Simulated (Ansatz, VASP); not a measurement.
# One calculation of TaN, two programs

```xyz
2
Lattice="0.0000 2.1790 2.2008 2.1790 0.0000 2.2008 2.1790 2.1790 0.0000" Properties=species:S:1:pos:R:3 pbc="T T T"
Ta    2.1790    2.1790    2.2008
N     0.0000    0.0000    0.0000
```

Change from the starting cell: zz strain of +1 %.

Alike in both runs: task single point; functional PBEsol; k mesh 9 × 9 × 9; occupations fermi-dirac, width 0.02 eV; no spin polarisation.

|  | VASP | Ansatz |
| --- | --- | --- |
| version | VASP 6.6.1 | Ansatz 0.2.0 |
| potentials or method | VASP PAW PBE potentials, release 64 (Ta_pv, N), cutoff 520 eV | all-electron LAPW, scalar-relativistic |

```tsv
	VASP	Ansatz	Ansatz less VASP
pressure (GPa)	1.8	0.8	-1.00
traceless stress, the component that is largest in VASP (GPa)	-5.20	-5.15	+0.050
```

VASP's potentials were made for PBE, not for PBEsol. Ansatz ran all-electron here, and VASP with PAW potentials.

Neither program's run includes spin-orbit coupling.
